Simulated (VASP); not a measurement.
# SnO2 (R-3m) in VASP: a series of runs

The runs below take SnO2 through single point, with PBEsol.

Everything below comes from runs of VASP 6.6.1. Logs are shortened: lines on timing, memory, paths and dates and some standing lists are left out, and cuts for length are marked.

### Step 1. The cell of the first run

The structure is trigonal, space group R-3m (No. 166). Conventional cell: a = 3.294 Å, b = 3.294 Å, c = 13.575 Å, α = 90.00°, β = 90.00°, γ = 120.00°. Within 2.8 Å of Sn (site symmetry -3m) lie 6 O at 2.12 Å. O (site symmetry 3m) has 3 Sn at 2.12 Å and 3 O at 2.66 Å within 2.8 Å.

### Step 2. Single point, PBEsol (atoms shifted along a free coordinate)

The input, INCAR:

```
PREC     = Accurate       # precision mode
ENCUT    = 520            # plane-wave cutoff, eV
EDIFF    = 1E-6           # SCF threshold, eV
ISMEAR   = 0              # smearing method
SIGMA    = 0.05           # smearing width, eV
LREAL    = F              # projectors in reciprocal space
LASPH    = T              # aspherical terms in the spheres
NELM     = 60             # most SCF steps
ALGO     = Normal         # electronic algorithm
ISIF     = 2              # what is computed and relaxed
LWAVE    = F              # write WAVECAR
LCHARG   = F              # write CHGCAR
GGA      = PS             # functional
NBANDS   = 20             # bands
```

The input, KPOINTS:

```
Automatic mesh
0
Gamma
  12 12 12
```

The input, POSCAR:

```
SnO2
1.0
    1.6471025567      0.9509551045      4.5249357463
   -1.6471025567      0.9509551045      4.5249357463
    0.0000000000     -1.9019102089      4.5249357463
Sn O
1 2
Direct
    0.5000000000      0.5000000000      0.5000000000
    0.2350891156      0.2350891156      0.2350891156
    0.7649108844      0.7649108844      0.7649108844
```

Potentials or basis: VASP PAW PBE potentials, release 64 (Sn_d, O).

On the command line:

```
$ cat potpaw_PBE.64/Sn_d/POTCAR potpaw_PBE.64/O/POTCAR > POTCAR
$ mpirun -np 1 vasp_std > vasp.out
```

OUTCAR:

```text
PREC = Accurate
   ENCUT = 520
   EDIFF = 1E-6
   ISMEAR = 0
   LREAL = F
   LASPH = T
   NELM = 60
   ISIF = 2
   GGA = PS

 ion  position               nearest neighbor table
   1  0.500  0.500  0.500-   2 2.12   3 2.12   2 2.12   2 2.12   3 2.12   3 2.12
   2  0.235  0.235  0.235-   1 2.12   1 2.12   1 2.12
   3  0.765  0.765  0.765-   1 2.12   1 2.12   1 2.12

  LATTYP: Found a trigonal (rhomboedric) cell.
 ALAT       =     4.9083913812
 COS(alpha) =     0.7747872837

  Lattice vectors:

 A1 = (   1.6471025567,   0.9509551045,   4.5249357463)
 A2 = (  -1.6471025567,   0.9509551045,   4.5249357463)
 A3 = (   0.0000000000,  -1.9019102089,   4.5249357463)

Analysis of symmetry for initial positions (statically):
=====================================================================
 Subroutine PRICEL returns:
 Original cell was already a primitive cell.

 Routine SETGRP: Setting up the symmetry group for a
 trigonal (rhombohedral) supercell.

 Subroutine GETGRP returns: Found 12 space group operations
 (whereof 12 operations were pure point group operations)
 out of a pool of 12 trial point group operations.

The static configuration has the point symmetry D_3d.

Analysis of symmetry for dynamics (positions and initial velocities):
=====================================================================
 Subroutine PRICEL returns:
 Original cell was already a primitive cell.

 Routine SETGRP: Setting up the symmetry group for a
 trigonal (rhombohedral) supercell.

 Subroutine GETGRP returns: Found 12 space group operations
 (whereof 12 operations were pure point group operations)
 out of a pool of 12 trial point group operations.

The dynamic configuration has the point symmetry D_3d.

 Subroutine INISYM returns: Found 12 space group operations
 (whereof 12 operations are pure point group operations),
 and found     1 'primitive' translations

----------------------------------------------------------------------------------------

                                     Primitive cell

  volume of cell :      42.5250

  direct lattice vectors                    reciprocal lattice vectors
[... 81 lines left out ...]
   ISTART =      0    job   : 0-new  1-cont  2-samecut
   ICHARG =      2    charge: 1-file 2-atom 10-const
   ISPIN  =      1    spin polarized calculation?
   LNONCOLLINEAR =      F non collinear calculations
   LSORBIT =      F    spin-orbit coupling
   LASPH  =      T    aspherical Exc in radial PAW
   ENCUT  =  520.0 eV  38.22 Ry    6.18 a.u.   9.13  9.13  9.13*2*pi/ulx,y,z
   NELM   =     60;   NELMIN=  2; NELMDL= -5     # of ELM steps
   EDIFF  = 0.1E-05   stopping-criterion for ELM
   LREAL  =      F    real-space projection
   EDIFFG = 0.1E-04   stopping-criterion for IOM
   NSW    =      0    number of steps for IOM
   IBRION =     -1    ionic relax: 0-MD 1-quasi-New 2-CG
   NFREE  =      0    steps in history (QN), initial steepest desc. (CG)
   ISIF   =      2    stress and relaxation
   ISYM   =      2    0-nonsym 1-usesym 2-fastsym
   POTIM  = 0.5000    time-step for ionic-motion
   TEBEG  =    0.0;   TEEND  =   0.0 temperature during run
   PSTRESS=    0.0 pullay stress
   NELECT =      26.0000    total number of electrons
   NUPDOWN=      -1.0000    fix difference up-down
   EMIN   =  10.00;   EMAX   =-10.00  energy-range for DOS
   EFERMI =   0.00;   METHOD = LEGACY
   ISMEAR =     0;   SIGMA  =   0.05  broadening in eV -4-tet -1-fermi 0-gaus
   EFERMI_NEDOS =   21; number of points for ismear=-14 and -15
   IALGO  =     38    algorithm
   IMIX   =      4    mixing-type and parameters
     AMIX     =   0.40;   BMIX     =  1.00
     AMIX_MAG =   1.60;   BMIX_MAG =  1.00
  volume/ion in A,a.u.               =      14.18        95.66
  Fermi-wavevector in a.u.,A,eV,Ry     =   1.389476  2.625730 26.268015  1.930645
  Thomas-Fermi vector in A             =   2.513503
   LORBIT       =      0    0 simple, 1 ext, 2 COOP (PROOUT), +10 PAW based schemes
   GGA     = PS    functional components
   LHFCALC =     F    Hartree Fock is set to
   AEXX    =    0.0000 exact exchange contribution
   IVDW    =     0    specifies the selected vdW correction
   LEPSILON=     F    determine dielectric tensor
   LRPA    =     F    only Hartree local field effects (RPA)
 non-spin polarized calculation
 Gauss-broadening in eV      SIGMA  =   0.05
  energy-cutoff  :      520.00
  volume of cell :       42.53
 maximum number of plane-waves:      1158
 NGX is ok and might be reduce to    40
   NGX = 19   NGY = 19   NGZ = 19

 number of electron      26.0000007 magnetization

 Free energy of the ion-electron system (eV)
  ---------------------------------------------------
  ext. energy  EPLUGINS =         0.00000000
  ---------------------------------------------------
  free energy    TOTEN  =       -19.25329298 eV

  energy without entropy =      -19.25329298  energy(sigma->0) =      -19.25329298

 E-fermi :   3.8242     XC(G=0): -10.3860

 val. band max:        3.6014605021   @ k =  -0.1667   0.1667   0.0000
 cond. band min:       5.1047783788   @ k =   0.0000   0.0000   0.0000
 fundamental gap:      1.5033178766
 Fermi energy:         3.8242252532

 k-point     1 :       0.0000    0.0000    0.0000
  band No.  band energies     occupation
      1     -16.4707      2.00000
      2     -16.1557      2.00000
      3     -16.1557      2.00000
      4     -15.9874      2.00000
      5     -15.9874      2.00000
      6     -14.3429      2.00000
[... 541 lines left out ...]
     19      16.9578      0.00000
     20      17.5039      0.00000

 [... further k-points ...]

------------------------ aborting loop because EDIFF is reached ----------------------------------------

  FORCE on cell =-STRESS in cart. coord.  units (eV):
  Direction    XX          YY          ZZ          XY          YZ          ZX
  --------------------------------------------------------------------------------------
  -------------------------------------------------------------------------------------
  Total       -1.7345524     -1.7345524      0.2876693      0.0000000      0.0000000     -0.0000000
  in kB      -65.3512182    -65.3512182     10.8382634      0.0000000      0.0000000     -0.0000000
  external PRESSURE =     -39.9547243 kB  Pullay stress =       0.0000000 kB

 VOLUME and BASIS-vectors are now :
 -----------------------------------------------------------------------------
  energy-cutoff  :      520.00
  volume of cell :       42.53
      direct lattice vectors                 reciprocal lattice vectors
     1.647102557  0.950955104  4.524935746     0.303563368  0.175262392  0.073665871
    -1.647102557  0.950955104  4.524935746    -0.303563368  0.175262392  0.073665871
     0.000000000 -1.901910209  4.524935746     0.000000000 -0.350524785  0.073665871

 POSITION                                       TOTAL-FORCE (eV/Angst)
 -----------------------------------------------------------------------------------
      0.00000      0.00000      6.78740        -0.000000     -0.000000     -0.000000
      0.00000      0.00000      3.19129         0.000000      0.000000      0.396852
      0.00000      0.00000     10.38352         0.000000     -0.000000     -0.396852
 -----------------------------------------------------------------------------------
    total drift:                                0.000000      0.000000      0.000000

  FREE ENERGIE OF THE ION-ELECTRON SYSTEM (eV)
  ---------------------------------------------------
  free  energy   TOTEN  =       -19.2532929770 eV

  energy  without entropy=      -19.2532929770  energy(sigma->0) =      -19.25329298
```

OSZICAR:

```text
N       E                     dE             d eps       ncg     rms          rms(c)
DAV:   1     0.259403938753E+03    0.25940E+03   -0.13908E+04  7936   0.191E+03
DAV:   2     0.766552696440E+01   -0.25174E+03   -0.23855E+03  8252   0.495E+02
DAV:   3    -0.211317461454E+02   -0.28797E+02   -0.28515E+02  8804   0.142E+02
DAV:   4    -0.219616391049E+02   -0.82989E+00   -0.82908E+00  8348   0.260E+01
DAV:   5    -0.219780211149E+02   -0.16382E-01   -0.16381E-01  9028   0.388E+00    0.101E+01
DAV:   6    -0.193118340736E+02    0.26662E+01   -0.10182E+01 11676   0.555E+01    0.431E+00
DAV:   7    -0.192827361276E+02    0.29098E-01   -0.56480E-01  7828   0.603E+00    0.208E+00
DAV:   8    -0.192543864657E+02    0.28350E-01   -0.73301E-02  8064   0.278E+00    0.405E-01
DAV:   9    -0.192527219447E+02    0.16645E-02   -0.10667E-02 10884   0.144E+00    0.881E-02
DAV:  10    -0.192532643620E+02   -0.54242E-03   -0.17507E-03  7816   0.382E-01    0.310E-02
DAV:  11    -0.192532901412E+02   -0.25779E-04   -0.47883E-05 10276   0.841E-02    0.202E-02
DAV:  12    -0.192532926848E+02   -0.25436E-05   -0.60997E-06  7944   0.203E-02    0.763E-03
DAV:  13    -0.192532929770E+02   -0.29219E-06   -0.19148E-06  6484   0.116E-02
   1 F= -.19253293E+02 E0= -.19253293E+02  d E =-.924415E-12
```

stdout:

```text
POSCAR found type information on POSCAR SnO
 POSCAR found :  2 types and       3 ions
 scaLAPACK will be used
 -----------------------------------------------------------------------------
|                                                                             |
|                                                                             |
|     You enforced a specific xc type in the INCAR file but a different       |
|     I HOPE YOU KNOW WHAT YOU ARE DOING!                                     |
|                                                                             |
 -----------------------------------------------------------------------------

 LDA part: xc-table for (Slater+PW92), standard interpolation
 POSCAR, INCAR and KPOINTS ok, starting setup
 FFT: planning ... GRIDC
 FFT: planning ... GRID_SOFT
 FFT: planning ... GRID
 WAVECAR not read
 entering main loop
```

Wall time 2.3 min (1 thread of Intel Xeon 6975P-C (Granite Rapids), shared host); peak memory 0.32 GiB.

What came out:

```
Free energy            : -19.2533 eV
Pressure               : -4.0 GPa
Largest force          : 0.397 eV/Å
Band gap on the k mesh : 1.50 eV (least direct gap 1.66 eV)
```

Forces on the atoms (eV/Å):
```
Sn   0.000  0.000  0.000
O    0.000  0.000  0.397
O    0.000  0.000 -0.397
```

Levels at points of the mesh, in eV from the valence-band top:
```csv
k point,band 9,band 10,band 11,band 12,band 13,band 14,band 15,band 16,band 17,band 18
"(0.00, 0.00, 0.00)",-1.48,-1.48,-1.19,-1.19,-0.16,1.50,5.52,10.44,10.44,11.63
"(0.50, 0.00, 0.00)",-4.11,-3.35,-1.37,-0.69,-0.65,5.23,7.67,9.36,12.43,12.92
"(0.50, 0.50, 0.00)",-4.42,-3.47,-0.90,-0.46,-0.03,4.92,6.65,10.60,10.61,12.92
"(0.50, 0.50, 0.50)",-1.57,-1.57,-1.55,-1.12,-1.12,3.01,5.56,10.72,10.72,12.42
```

Caveat: the cell differs from its parent crystal (atoms shifted along a free coordinate); the cell stands under tension; the PAW data sets were made with another functional, which shifts forces and pressure a little; spin-orbit coupling is left out, which moves the levels of the heavy elements. A k mesh can miss the band edges.

### Step 3. Single point, PBEsol (atoms shifted along a free coordinate)

The input, INCAR:

```
ALGO = Normal
EDIFF = 1E-6
ENCUT = 520
GGA = PS
ISIF = 2
ISMEAR = 0
LASPH = True
LCHARG = False
LREAL = False
LWAVE = False
NBANDS = 20
NELM = 80
PREC = Accurate
SIGMA = 0.05
```

The input, KPOINTS:

```
k-points
0
Gamma
  12 12 12
```

The input, POSCAR:

```
SnO2
1.0
    1.6471025567      0.9509551045      4.5249357463
   -1.6471025567      0.9509551045      4.5249357463
    0.0000000000     -1.9019102089      4.5249357463
Sn O
1 2
Direct
    0.5000000000      0.5000000000      0.5000000000
    0.2477865012      0.2477865012      0.2477865012
    0.7522134988      0.7522134988      0.7522134988
```

Potentials or basis: VASP PAW PBE potentials, release 64 (Sn_d, O).

On the command line:

```
$ cat potpaw_PBE.64/Sn_d/POTCAR potpaw_PBE.64/O/POTCAR > POTCAR
$ mpirun -np 1 vasp_std > vasp.out
```

Run time: 2.2 min. Hardware: 1 thread of Intel Xeon 6975P-C (Granite Rapids), shared host; peak memory 0.32 GiB.

Results (log left out):

```
Free energy            : -19.0236 eV
Pressure               : -15.2 GPa
Largest force          : 1.675 eV/Å
Band gap on the k mesh : 0.97 eV
```

Forces on the atoms (eV/Å):
```
Sn   0.000  0.000  0.000
O    0.000  0.000 -1.675
O    0.000  0.000  1.675
```

Stress tensor (GPa, compression positive):
```
-15.75   0.00   0.00
  0.00 -15.75   0.00
  0.00   0.00 -14.08
```

Levels at points of the mesh, in eV from the valence-band top:
```tsv
k point	band 9	band 10	band 11	band 12	band 13	band 14	band 15	band 16	band 17	band 18
(0.00, 0.00, 0.00)	-1.28	-1.28	-1.10	-1.10	0.00	0.97	4.91	9.93	9.93	12.26
(0.50, 0.00, 0.00)	-4.05	-2.69	-1.98	-1.05	-0.99	4.21	6.86	9.17	10.96	11.33
(0.50, 0.50, 0.00)	-4.50	-2.96	-1.25	-0.63	-0.12	3.75	5.84	9.69	10.44	10.88
(0.50, 0.50, 0.50)	-1.64	-1.46	-1.46	-0.94	-0.94	2.83	4.97	10.24	10.24	13.61
```

Caveat: the cell differs from its parent crystal (atoms shifted along a free coordinate); the cell stands under tension; the PAW data sets were made with another functional, which shifts forces and pressure a little; spin-orbit coupling is left out, which moves the levels of the heavy elements. A k mesh can miss the band edges.
